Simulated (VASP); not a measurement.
Set up this calculation in VASP 6.6.1, as the native input.

| Item | Value |
| --- | --- |
| Task | single point |
| Functional | r2SCAN |
| Potentials or basis | VASP PAW PBE potentials, release 64 (Zn, Cu) |
| Cutoff | 520 eV |
| k mesh | 10 × 10 × 10 |
| Occupations | gaussian, width 0.05 eV |
| Spin | no spin polarisation |
| Dipole correction | no |
| Further INCAR settings | ALGO = Normal; EDIFF = 1e-06; NBANDS = 18 |

Crystal: ZnCu.

```
Zn Cu
1.0
     2.94500    0.00000    0.00000
     0.00000    2.94500    0.00000
     0.00000    0.00000    2.94500
Zn Cu
1 1
Cartesian
  1.4725 1.4725 1.4725
  0.0000 0.0000 0.0000
```

These files were run (other wordings do the same):

POSCAR

```
ZnCu
1.0
    2.9450000000      0.0000000000      0.0000000000
    0.0000000000      2.9450000000      0.0000000000
    0.0000000000      0.0000000000      2.9450000000
Zn Cu
1 1
Direct
    0.5000000000      0.5000000000      0.5000000000
    0.0000000000      0.0000000000      0.0000000000
```

INCAR.step1

```
SYSTEM = ZnCu
ALGO     = Normal         ! electronic algorithm
EDIFF    = 1E-4           ! SCF threshold, eV
ENCUT    = 520            ! plane-wave cutoff, eV
GGA      = PE             ! functional
ISMEAR   = 0              ! smearing method
LASPH    = .TRUE.         ! aspherical terms in the spheres
LCHARG   = .FALSE.        ! write CHGCAR
LREAL    = .FALSE.        ! projectors in reciprocal space
LWAVE    = .TRUE.         ! write WAVECAR
NBANDS   = 18             ! bands
NELM     = 100            ! most SCF steps
PREC     = Accurate       ! precision mode
SIGMA    = 0.05           ! smearing width, eV
```

INCAR.step2

```
SYSTEM = ZnCu
ALGO     = Normal         ! electronic algorithm
EDIFF    = 1E-6           ! SCF threshold, eV
ENCUT    = 520            ! plane-wave cutoff, eV
ISIF     = 2              ! what is computed and relaxed
ISMEAR   = 0              ! smearing method
ISTART   = 1            
LASPH    = .TRUE.         ! aspherical terms in the spheres
LCHARG   = .TRUE.         ! write CHGCAR
LELF     = .TRUE.         ! ELF
LMIXTAU  = .TRUE.       
LREAL    = .FALSE.        ! projectors in reciprocal space
LVHAR    = .TRUE.       
LWAVE    = .FALSE.        ! write WAVECAR
METAGGA  = R2SCAN         ! meta-GGA
NBANDS   = 18             ! bands
NELM     = 100            ! most SCF steps
PREC     = Accurate       ! precision mode
SIGMA    = 0.05           ! smearing width, eV
```

KPOINTS

```
k-points
0
G
  10 10 10
  0 0 0
```

Potentials or basis: VASP PAW PBE potentials, release 64 (Zn, Cu).

Run with:

```sh
$ cat potpaw_PBE.64/Zn/POTCAR potpaw_PBE.64/Cu/POTCAR > POTCAR
$ cp INCAR.step1 INCAR
$ mpirun -np 1 vasp_std > vasp.out
$ cp INCAR.step2 INCAR
$ mpirun -np 1 vasp_std > vasp.out
```

Results of the run:

```yaml
Pressure: -2.6 GPa
```

Caveat: the PAW data sets were made with another functional, which shifts forces and pressure a little.

Wall time 50 s on 1 thread of Intel(R) Xeon(R) Platinum 8375C CPU @ 2.90GHz (Ice Lake), with other jobs on the host, peak memory 0.16 GiB.
